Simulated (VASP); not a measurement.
# Sb (Fm-3m) in VASP: notebook, part 2 of 2

VASP 6.6.1.

### Step 5. Electric field gradients, PBEsol (volume scaled by 0.94)

INCAR reads:

```
PREC = Accurate
ENCUT = 520
EDIFF = 1E-8
ISMEAR = -1
SIGMA = 0.05
LREAL = False
LASPH = True
NELM = 60
ALGO = Normal
ISIF = 2
LWAVE = False
LCHARG = False
GGA = PS
LEFG = True
NBANDS = 8
```

KPOINTS reads:

```
regular mesh
0
Gamma
  12 12 12
```

POSCAR reads:

```
Sb
1.0
    0.0000000000      2.2579459806      2.2579459806
    2.2579459806      0.0000000000      2.2579459806
    2.2579459806      2.2579459806      0.0000000000
Sb
1
Direct
    0.0000000000      0.0000000000      0.0000000000
```

Potentials or basis: VASP PAW PBE potentials, release 64 (Sb).

Launch:

```sh
$ cat potpaw_PBE.64/Sb/POTCAR > POTCAR
$ mpirun -np 1 vasp_std > vasp.out
```

OUTCAR:

```text
PREC = Accurate
   ENCUT = 520
   EDIFF = 1E-8
   ISMEAR = -1
   LREAL = False
   LASPH = True
   NELM = 60
   ISIF = 2
   GGA = PS

 ion  position               nearest neighbor table
   1  0.000  0.000  0.000-

  LATTYP: Found a face centered cubic cell.
 ALAT       =     4.5158919612

  Lattice vectors:

 A1 = (   0.0000000000,   2.2579459806,   2.2579459806)
 A2 = (   2.2579459806,   0.0000000000,   2.2579459806)
 A3 = (   2.2579459806,   2.2579459806,   0.0000000000)

Analysis of symmetry for initial positions (statically):
=====================================================================
 Subroutine PRICEL returns:
 Original cell was already a primitive cell.

 Routine SETGRP: Setting up the symmetry group for a
 face centered cubic supercell.

 Subroutine GETGRP returns: Found 48 space group operations
 (whereof 48 operations were pure point group operations)
 out of a pool of 48 trial point group operations.

The static configuration has the point symmetry O_h .

Analysis of symmetry for dynamics (positions and initial velocities):
=====================================================================
 Subroutine PRICEL returns:
 Original cell was already a primitive cell.

 Routine SETGRP: Setting up the symmetry group for a
 face centered cubic supercell.

 Subroutine GETGRP returns: Found 48 space group operations
 (whereof 48 operations were pure point group operations)
 out of a pool of 48 trial point group operations.

The dynamic configuration has the point symmetry O_h .

 Subroutine INISYM returns: Found 48 space group operations
 (whereof 48 operations are pure point group operations),
 and found     1 'primitive' translations

----------------------------------------------------------------------------------------

                                     Primitive cell

  volume of cell :      23.0235

  direct lattice vectors                    reciprocal lattice vectors
     0.000000000  2.257945981  2.257945981    -0.221440196  0.221440196  0.221440196
     2.257945981  0.000000000  2.257945981     0.221440196 -0.221440196  0.221440196
     2.257945981  2.257945981  0.000000000     0.221440196  0.221440196 -0.221440196

  length of vectors
     3.193217829  3.193217829  3.193217829     0.383545670  0.383545670  0.383545670

  position of ions in fractional coordinates (direct lattice)
     0.000000000  0.000000000  0.000000000

  ion indices of the primitive-cell ions
   primitive index   ion index
                 1           1

----------------------------------------------------------------------------------------

 KPOINTS: regular mesh

Automatic generation of k-mesh.
[... 62 lines left out ...]
   LSORBIT =      F    spin-orbit coupling
   LASPH  =      T    aspherical Exc in radial PAW
   ENCUT  =  520.0 eV  38.22 Ry    6.18 a.u.   5.94  5.94  5.94*2*pi/ulx,y,z
   NELM   =     60;   NELMIN=  2; NELMDL= -5     # of ELM steps
   EDIFF  = 0.1E-07   stopping-criterion for ELM
   LREAL  =      F    real-space projection
   EDIFFG = 0.1E-06   stopping-criterion for IOM
   NSW    =      0    number of steps for IOM
   IBRION =     -1    ionic relax: 0-MD 1-quasi-New 2-CG
   NFREE  =      0    steps in history (QN), initial steepest desc. (CG)
   ISIF   =      2    stress and relaxation
   ISYM   =      2    0-nonsym 1-usesym 2-fastsym
   POTIM  = 0.5000    time-step for ionic-motion
   TEBEG  =    0.0;   TEEND  =   0.0 temperature during run
   PSTRESS=    0.0 pullay stress
   NELECT =       5.0000    total number of electrons
   NUPDOWN=      -1.0000    fix difference up-down
   EMIN   =  10.00;   EMAX   =-10.00  energy-range for DOS
   EFERMI =   0.00;   METHOD = LEGACY
   ISMEAR =    -1;   SIGMA  =   0.05  broadening in eV -4-tet -1-fermi 0-gaus
   EFERMI_NEDOS =   21; number of points for ismear=-14 and -15
   IALGO  =     38    algorithm
   IMIX   =      4    mixing-type and parameters
     AMIX     =   0.40;   BMIX     =  1.00
     AMIX_MAG =   1.60;   BMIX_MAG =  1.00
  volume/ion in A,a.u.               =      23.02       155.37
  Fermi-wavevector in a.u.,A,eV,Ry     =   0.984029  1.859545 13.174703  0.968313
  Thomas-Fermi vector in A             =   2.115231
   LORBIT       =      0    0 simple, 1 ext, 2 COOP (PROOUT), +10 PAW based schemes
   GGA     = PS    functional components
   LHFCALC =     F    Hartree Fock is set to
   AEXX    =    0.0000 exact exchange contribution
   IVDW    =     0    specifies the selected vdW correction
   LEPSILON=     F    determine dielectric tensor
   LRPA    =     F    only Hartree local field effects (RPA)
 non-spin polarized calculation
  energy-cutoff  :      520.00
  volume of cell :       23.02
 maximum number of plane-waves:       636
   NGX = 11   NGY = 11   NGZ = 11

 number of electron       5.0000000 magnetization

 Free energy of the ion-electron system (eV)
  ---------------------------------------------------
  ext. energy  EPLUGINS =         0.00000000
  ---------------------------------------------------
  free energy    TOTEN  =        -4.19533578 eV

  energy without entropy =       -4.19087727  energy(sigma->0) =       -4.19310652

 E-fermi :  10.6357     XC(G=0): -11.0248

 val. band max:       10.6084280178   @ k =   0.4167   0.3333   0.0000
 cond. band min:      10.6480948871   @ k =  -0.3333   0.3333   0.1667
 fundamental gap:      0.0396668693
 Fermi energy:        10.6357499213

 k-point     1 :       0.0000    0.0000    0.0000
  band No.  band energies     occupation
      1      -3.7129      2.00000
      2      17.1103      0.00000
      3      17.1103      0.00000
      4      17.1103      0.00000
      5      20.7699      0.00000
      6      21.1037      0.00000
      7      21.1037      0.00000
      8      21.1037      0.00000
[... 243 lines left out ...]
 k-point    24 :      -0.4167    0.1667    0.0000
  band No.  band energies     occupation
      1       1.3579      2.00000
      2       4.4194      2.00000
      3      11.2298      0.00001
      4      13.9494      0.00000
      5      17.5107      0.00000
      6      21.9144      0.00000
      7      22.3981      0.00000
      8      25.3451      0.00000

 [... further k-points ...]
[... 5 lines left out ...]
  --------------------------------------------------------------------------------------
  -------------------------------------------------------------------------------------
  Total        1.6596050      1.6596050      1.6596050      0.0000000      0.0000000      0.0000000
  in kB      115.4900817    115.4900817    115.4900817      0.0000000      0.0000000      0.0000000
  external PRESSURE =     115.4900817 kB  Pullay stress =       0.0000000 kB

 VOLUME and BASIS-vectors are now :
 -----------------------------------------------------------------------------
  energy-cutoff  :      520.00
  volume of cell :       23.02
      direct lattice vectors                 reciprocal lattice vectors
     0.000000000  2.257945981  2.257945981    -0.221440196  0.221440196  0.221440196
     2.257945981  0.000000000  2.257945981     0.221440196 -0.221440196  0.221440196
     2.257945981  2.257945981  0.000000000     0.221440196  0.221440196 -0.221440196

 POSITION                                       TOTAL-FORCE (eV/Angst)
 -----------------------------------------------------------------------------------
      0.00000      0.00000      0.00000        -0.000000      0.000000      0.000000
 -----------------------------------------------------------------------------------
    total drift:                                0.000000      0.000000     -0.000000

  FREE ENERGIE OF THE ION-ELECTRON SYSTEM (eV)
  ---------------------------------------------------
  free  energy   TOTEN  =        -4.1953357756 eV

  energy  without entropy=       -4.1908772663  energy(sigma->0) =       -4.19310652

 Electric field gradients (V/A^2)
---------------------------------------------------------------------
 ion       V_xx      V_yy      V_zz      V_xy      V_xz      V_yz
---------------------------------------------------------------------
   1       0.000    -0.000    -0.000     0.000     0.000     0.000
---------------------------------------------------------------------

 Electric field gradients after diagonalization (V/A^2)
 (convention: |V_zz| > |V_xx| > |V_yy|)
----------------------------------------------------------------------
 ion       V_xx      V_yy      V_zz     asymmetry (V_yy - V_xx)/ V_zz
----------------------------------------------------------------------
   1      -0.000    -0.000     0.000       0.000
----------------------------------------------------------------------

           NMR quadrupolar parameters

 Cq : quadrupolar parameter    Cq=e*Q*V_zz/h
 eta: asymmetry parameters     (V_yy - V_xx)/ V_zz
 Q  : nuclear electric quadrupole moment in mb (millibarn)
----------------------------------------------------------------------
 ion       Cq(MHz)       eta       Q (mb)
----------------------------------------------------------------------
   1       0.000       0.000       1.000
----------------------------------------------------------------------
```

stdout:

```text
POSCAR found type information on POSCAR Sb
 POSCAR found :  1 types and       1 ions
 scaLAPACK will be used
 -----------------------------------------------------------------------------
|                                                                             |
|                                                                             |
|     You enforced a specific xc type in the INCAR file but a different       |
|     I HOPE YOU KNOW WHAT YOU ARE DOING!                                     |
|                                                                             |
 -----------------------------------------------------------------------------

 LDA part: xc-table for (Slater+PW92), standard interpolation
 POSCAR, INCAR and KPOINTS ok, starting setup
 FFT: planning ... GRIDC
 FFT: planning ... GRID_SOFT
 FFT: planning ... GRID
 WAVECAR not read
 entering main loop
ion   1
```

Wall time 7.9 s (1 thread of Intel Xeon 6975P-C, shared host); peak memory 0.14 GiB.

What came out:

| Item | Value |
| --- | --- |
| Free energy | -4.1953 eV |
| Pressure | 11.5 GPa |

Caveat: without QUAD_EFG the Cq values of the log hold for a quadrupole moment of 1 mb, not for the nuclei; the PAW data sets were made with another functional, which shifts forces and pressure a little; spin-orbit coupling is left out, which moves the levels of the heavy elements.

### Step 6. Summary

| task | cell | k mesh for the DOS | occupations for the DOS | gap on the mesh (eV) | pressure (GPa) |
| --- | --- | --- | --- | --- | --- |
| electric field gradients | a = 3.287 Å, angles 60.0°, 1 atom | - | - | none | 3.2 |
| electric field gradients | a = 3.313 Å, angles 60.0°, 1 atom | - | - | none | 1.4 |
| density of states | a = 3.260 Å, angles 60.0°, 1 atom | 18 × 18 × 18 | tetrahedron | - | - |
| electric field gradients | a = 3.193 Å, angles 60.0°, 1 atom | - | - | none | 11.5 |

Alike in all rows: level PBEsol; potentials or basis VASP PAW PBE potentials, release 64 (Sb); no spin polarisation; k mesh 12 × 12 × 12; cutoff (eV) 520; smearing fermi-dirac 0.05 eV.

Caveats: the PAW data sets were made with another functional, which shifts forces and pressure a little; spin-orbit coupling is left out, which moves the levels of the heavy elements.

Total energies depend on the potentials used, so only differences within one code and one set of settings carry meaning.
